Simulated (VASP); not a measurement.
# Ag3IO (R-3c) in VASP: single point with PBE

Aim: the single point of Ag3IO with PBE.

All numbers are computed with VASP 6.6.1; they aren't measurements. Logs are shortened: lines on timing, memory, paths and dates and some standing lists are left out, and cuts for length are marked.

### 1 The cell of the first run

The typed cell holds 10 atoms: a = 6.583 Å, b = 6.583 Å, c = 6.583 Å, α = 60.11°, β = 60.11°, γ = 60.11°.

### 2 Single point, PBE

Input file INCAR:

```
SYSTEM = Ag3IO
ALGO = Normal
EDIFF = 1E-6
ENCUT = 520
GGA = PE
ISIF = 2
ISMEAR = 0
LASPH = .TRUE.
LCHARG = .TRUE.
LELF = .TRUE.
LREAL = .FALSE.
LVHAR = .TRUE.
LWAVE = .FALSE.
NBANDS = 57
NELM = 100
PREC = Accurate
SIGMA = 0.1
```

Input file KPOINTS:

```
k-points
0
G
  6 6 6
  0 0 0
```

Input file POSCAR:

```
Ag3IO
1.0
    3.2967444587      1.9033763007      5.3704470525
   -3.2967444587      1.9033763007      5.3704470525
    0.0000000000     -3.8067526013      5.3704470525
Ag I O
6 2 2
Direct
    0.7506139698      0.2500000000      0.7493860302
    0.7493860302      0.7506139698      0.2500000000
    0.2500000000      0.7493860302      0.7506139698
    0.2493860302      0.7500000000      0.2506139698
    0.2506139698      0.2493860302      0.7500000000
    0.7500000000      0.2506139698      0.2493860302
    0.7500000000      0.7500000000      0.7500000000
    0.2500000000      0.2500000000      0.2500000000
    0.5000000000      0.5000000000      0.5000000000
    0.0000000000      0.0000000000      0.0000000000
```

Potentials or basis: VASP PAW PBE potentials, release 64 (Ag, I, O).

Started as:

```bash
$ cat potpaw_PBE.64/Ag/POTCAR potpaw_PBE.64/I/POTCAR potpaw_PBE.64/O/POTCAR > POTCAR
$ mpirun -np 1 vasp_std > vasp.out
```

OUTCAR:

```text
SYSTEM = Ag3IO
   EDIFF = 1E-6
   ENCUT = 520
   GGA = PE
   ISIF = 2
   ISMEAR = 0
   LASPH = .TRUE.
   LREAL = .FALSE.
   NELM = 100
   PREC = Accurate

 ion  position               nearest neighbor table
   1  0.751  0.250  0.749-  10 2.33   9 2.33   6 3.29   6 3.29   7 3.29   5 3.29   7 3.29   5 3.29
                             8 3.29   2 3.30   2 3.30   3 3.30   3 3.30   8 3.30
   2  0.749  0.751  0.250-   9 2.33  10 2.33   7 3.29   7 3.29   4 3.29   6 3.29   6 3.29   4 3.29
                             8 3.29   1 3.30   3 3.30   3 3.30   1 3.30   8 3.30
   3  0.250  0.749  0.751-   9 2.33  10 2.33   4 3.29   4 3.29   5 3.29   7 3.29   7 3.29   5 3.29
                             8 3.29   2 3.30   2 3.30   1 3.30   1 3.30   8 3.30
   4  0.249  0.750  0.251-  10 2.33   9 2.33   3 3.29   3 3.29   8 3.29   2 3.29   8 3.29   2 3.29
                             7 3.29   5 3.30   5 3.30   6 3.30   6 3.30   7 3.30
   5  0.251  0.249  0.750-   9 2.33  10 2.33   8 3.29   8 3.29   3 3.29   1 3.29   3 3.29   1 3.29
                             7 3.29   6 3.30   4 3.30   4 3.30   6 3.30   7 3.30
   6  0.750  0.251  0.249-   9 2.33  10 2.33   1 3.29   1 3.29   8 3.29   2 3.29   2 3.29   8 3.29
                             7 3.29   5 3.30   5 3.30   4 3.30   4 3.30   7 3.30
   7  0.750  0.750  0.750-   2 3.29   2 3.29   3 3.29   1 3.29   1 3.29   3 3.29   6 3.29   4 3.29
                             5 3.29   4 3.30   6 3.30   5 3.30
   8  0.250  0.250  0.250-   5 3.29   5 3.29   4 3.29   6 3.29   4 3.29   6 3.29   1 3.29   3 3.29
                             2 3.29   1 3.30   3 3.30   2 3.30
   9  0.500  0.500  0.500-   3 2.33   6 2.33   4 2.33   1 2.33   5 2.33   2 2.33
  10  0.000  0.000  0.000-   1 2.33   4 2.33   3 2.33   6 2.33   5 2.33   2 2.33

  LATTYP: Found a trigonal (rhomboedric) cell.
 ALAT       =     6.5827856498
 COS(alpha) =     0.4983727301

  Lattice vectors:

 A1 = (   3.2967444587,   1.9033763007,   5.3704470525)
 A2 = (  -3.2967444587,   1.9033763007,   5.3704470525)
 A3 = (   0.0000000000,  -3.8067526013,   5.3704470525)

Analysis of symmetry for initial positions (statically):
=====================================================================
 Subroutine PRICEL returns:
 Original cell was already a primitive cell.

 Routine SETGRP: Setting up the symmetry group for a
 trigonal (rhombohedral) supercell.

 Subroutine GETGRP returns: Found 12 space group operations
 (whereof  6 operations were pure point group operations)
 out of a pool of 12 trial point group operations.

The static configuration has the point symmetry S_6 .
 The point group associated with its full space group is D_3d.

Analysis of symmetry for dynamics (positions and initial velocities):
=====================================================================
 Subroutine PRICEL returns:
 Original cell was already a primitive cell.

 Routine SETGRP: Setting up the symmetry group for a
 trigonal (rhombohedral) supercell.

 Subroutine GETGRP returns: Found 12 space group operations
 (whereof  6 operations were pure point group operations)
 out of a pool of 12 trial point group operations.

The dynamic configuration has the point symmetry S_6 .
 The point group associated with its full space group is D_3d.

 Subroutine INISYM returns: Found 12 space group operations
 (whereof  6 operations are pure point group operations),
 and found     1 'primitive' translations

----------------------------------------------------------------------------------------

                                     Primitive cell

  volume of cell :     202.1956

  direct lattice vectors                    reciprocal lattice vectors
     3.296744459  1.903376301  5.370447053     0.151664773  0.087563698  0.062068079
    -3.296744459  1.903376301  5.370447053    -0.151664773  0.087563698  0.062068079
     0.000000000 -3.806752601  5.370447053     0.000000000 -0.175127395  0.062068079

  length of vectors
     6.582785650  6.582785650  6.582785650     0.185801106  0.185801106  0.185801106

  position of ions in fractional coordinates (direct lattice)
     0.750613970  0.250000000  0.749386030
     0.749386030  0.750613970  0.250000000
     0.250000000  0.749386030  0.750613970
     0.249386030  0.750000000  0.250613970
     0.250613970  0.249386030  0.750000000
     0.750000000  0.250613970  0.249386030
     0.750000000  0.750000000  0.750000000
     0.250000000  0.250000000  0.250000000
     0.500000000  0.500000000  0.500000000
     0.000000000  0.000000000  0.000000000

  ion indices of the primitive-cell ions
   primitive index   ion index
                 1           1
                 2           2
                 3           3
                 4           4
                 5           5
                 6           6
                 7           7
                 8           8
                 9           9
                10          10

----------------------------------------------------------------------------------------

 KPOINTS: k-points

Automatic generation of k-mesh.
 Grid dimensions read from file:
 generate k-points for:    6    6    6

 Generating k-lattice:

  Cartesian coordinates                     Fractional coordinates (reciprocal lattice)
     0.025277462  0.014593950  0.010344680     0.166666667  0.000000000  0.000000000
    -0.025277462  0.014593950  0.010344680     0.000000000  0.166666667  0.000000000
     0.000000000 -0.029187899  0.010344680     0.000000000  0.000000000  0.166666667

  Length of vectors
     0.030966851  0.030966851  0.030966851

  Shift w.r.t. Gamma in fractional coordinates (k-lattice)
     0.000000000  0.000000000  0.000000000

 Subroutine IBZKPT returns following result:
 ===========================================

 Found     32 irreducible k-points:

 Following reciprocal coordinates:
            Coordinates               Weight
  0.000000  0.000000  0.000000      1.000000
  0.166667  0.000000  0.000000      6.000000
  0.333333  0.000000  0.000000      6.000000
  0.500000  0.000000  0.000000      3.000000
  0.166667  0.166667  0.000000      6.000000
  0.333333  0.166667  0.000000     12.000000
[... 16 lines left out ...]
  0.500000  0.500000  0.166667      6.000000
 -0.333333  0.500000  0.166667     12.000000
 [... further k-points ...]
   k-points           NKPTS =     32   k-points in BZ     NKDIM =     32   number of bands    NBANDS=     57
   number of dos      NEDOS =    301   number of ions     NIONS =     10
   total plane-waves  NPLWV = 125000
   dimension x,y,z NGX =    50 NGY =   50 NGZ =   50
   dimension x,y,z NGXF=   100 NGYF=  100 NGZF=  100
   ions per type =               6   2   2
   NGX,Y,Z   is equivalent  to a cutoff of  12.63, 12.63, 12.63 a.u.
   NGXF,Y,Z  is equivalent  to a cutoff of  25.25, 25.25, 25.25 a.u.
 SYSTEM =  Ag3IO
   PREC   = accura    normal or accurate (medium, high low for compatibility)
   ISTART =      0    job   : 0-new  1-cont  2-samecut
   ICHARG =      2    charge: 1-file 2-atom 10-const
   ISPIN  =      1    spin polarized calculation?
   LNONCOLLINEAR =      F non collinear calculations
   LSORBIT =      F    spin-orbit coupling
   LASPH  =      T    aspherical Exc in radial PAW
   ENCUT  =  520.0 eV  38.22 Ry    6.18 a.u.  12.24 12.24 12.24*2*pi/ulx,y,z
   NELM   =    100;   NELMIN=  2; NELMDL= -5     # of ELM steps
   EDIFF  = 0.1E-05   stopping-criterion for ELM
   LREAL  =      F    real-space projection
[... 7 lines left out ...]
   TEBEG  =    0.0;   TEEND  =   0.0 temperature during run
   PSTRESS=    0.0 pullay stress
   NELECT =      92.0000    total number of electrons
   NUPDOWN=      -1.0000    fix difference up-down
   EMIN   =  10.00;   EMAX   =-10.00  energy-range for DOS
   EFERMI =   0.00;   METHOD = LEGACY
   ISMEAR =     0;   SIGMA  =   0.10  broadening in eV -4-tet -1-fermi 0-gaus
   EFERMI_NEDOS =   21; number of points for ismear=-14 and -15
   IALGO  =     38    algorithm
   IMIX   =      4    mixing-type and parameters
     AMIX     =   0.40;   BMIX     =  1.00
     AMIX_MAG =   1.60;   BMIX_MAG =  1.00
  volume/ion in A,a.u.               =      20.22       136.45
  Fermi-wavevector in a.u.,A,eV,Ry     =   1.259158  2.379464 21.571750  1.585479
  Thomas-Fermi vector in A             =   2.392732
   LORBIT       =      0    0 simple, 1 ext, 2 COOP (PROOUT), +10 PAW based schemes
   GGA     = PE    functional components
   LHFCALC =     F    Hartree Fock is set to
   AEXX    =    0.0000 exact exchange contribution
   IVDW    =     0    specifies the selected vdW correction
   LEPSILON=     F    determine dielectric tensor
   LRPA    =     F    only Hartree local field effects (RPA)
 non-spin polarized calculation
 Gauss-broadening in eV      SIGMA  =   0.10
  energy-cutoff  :      520.00
  volume of cell :      202.20
 maximum number of plane-waves:      5551
 NGX is ok and might be reduce to    50
   NGX = 25   NGY = 25   NGZ = 25

 number of electron      91.9999999 magnetization

 Free energy of the ion-electron system (eV)
  ---------------------------------------------------
  ext. energy  EPLUGINS =         0.00000000
  ---------------------------------------------------
  free energy    TOTEN  =       -29.70659785 eV

  energy without entropy =      -29.69905164  energy(sigma->0) =      -29.70282475

 E-fermi :   5.6497     XC(G=0): -10.5813

 val. band max:        5.6131357398   @ k =   0.1667   0.1667   0.1667
 cond. band min:       5.6711887761   @ k =   0.5000   0.5000   0.0000
 fundamental gap:      0.0580530362
 Fermi energy:         5.6496992433

 k-point     1 :       0.0000    0.0000    0.0000
  band No.  band energies     occupation
      1     -11.7320      2.00000
      2     -11.4482      2.00000
      3      -7.3368      2.00000
      4      -7.0517      2.00000
      5       0.1037      2.00000
      6       0.1037      2.00000
[... 1429 lines left out ...]
     56      10.9283      0.00000
     57      11.4838      0.00000

 [... further k-points ...]

------------------------ aborting loop because EDIFF is reached ----------------------------------------

  FORCE on cell =-STRESS in cart. coord.  units (eV):
  Direction    XX          YY          ZZ          XY          YZ          ZX
  --------------------------------------------------------------------------------------
  -------------------------------------------------------------------------------------
  Total       -0.1429061     -0.1429061     -0.1277205     -0.0000000     -0.0000000      0.0000000
  in kB       -1.1323739     -1.1323739     -1.0120444     -0.0000000     -0.0000000      0.0000000
  external PRESSURE =      -1.0922640 kB  Pullay stress =       0.0000000 kB

 VOLUME and BASIS-vectors are now :
 -----------------------------------------------------------------------------
  energy-cutoff  :      520.00
  volume of cell :      202.20
      direct lattice vectors                 reciprocal lattice vectors
     3.296744459  1.903376301  5.370447053     0.151664773  0.087563698  0.062068079
    -3.296744459  1.903376301  5.370447053    -0.151664773  0.087563698  0.062068079
     0.000000000 -3.806752601  5.370447053     0.000000000 -0.175127395  0.062068079

 POSITION                                       TOTAL-FORCE (eV/Angst)
 -----------------------------------------------------------------------------------
      1.65040     -0.94818      9.39828        -0.000519     -0.000898     -0.000000
     -0.00405      1.90338      9.39828         0.001037      0.000000     -0.000000
     -1.64635     -0.95519      9.39828        -0.000519      0.000898     -0.000000
     -1.65040      0.94818      6.71306         0.000519      0.000898     -0.000000
      0.00405     -1.90338      6.71306        -0.001037      0.000000      0.000000
      1.64635      0.95519      6.71306         0.000519     -0.000898     -0.000000
      0.00000      0.00000     12.08351         0.000000      0.000000     -0.000000
      0.00000      0.00000      4.02784         0.000000      0.000000     -0.000000
      0.00000      0.00000      8.05567         0.000000      0.000000     -0.000000
      0.00000      0.00000      0.00000         0.000000      0.000000     -0.000000
 -----------------------------------------------------------------------------------
    total drift:                               -0.000000      0.000000     -0.000000

  FREE ENERGIE OF THE ION-ELECTRON SYSTEM (eV)
  ---------------------------------------------------
  free  energy   TOTEN  =       -29.7065978476 eV

  energy  without entropy=      -29.6990516449  energy(sigma->0) =      -29.70282475
```

It took 6.6 min on 1 thread of Intel Xeon Platinum 8259CL at 2.50GHz (Skylake/Cascade Lake), shared host; peak memory 0.53 GiB.

What came out:

```
Free energy            : -29.7066 eV
Pressure               : -0.1 GPa
Band gap on the k mesh : zero (bands 46 and 47 overlap by 0.69 eV)
```

Levels at points of the mesh, in eV from the Fermi level:
| k point | band 43 | band 44 | band 45 | band 46 | band 47 | band 48 | band 49 | band 50 |
| --- | --- | --- | --- | --- | --- | --- | --- | --- |
| (0.00, 0.00, 0.00) | -2.14 | -0.76 | -0.67 | -0.67 | -0.66 | 3.29 | 3.29 | 3.76 |
| (0.50, 0.00, 0.00) | -0.80 | -0.80 | -0.47 | -0.47 | 2.19 | 2.19 | 3.96 | 3.96 |
| (0.50, 0.50, 0.00) | -1.22 | -0.60 | 0.02 | 0.02 | 0.61 | 2.45 | 2.96 | 3.19 |
| (0.50, 0.50, 0.50) | -0.80 | -0.80 | -0.47 | -0.47 | 2.20 | 2.20 | 3.96 | 3.96 |

Caveat: spin-orbit coupling is left out, which moves the levels of the heavy elements.
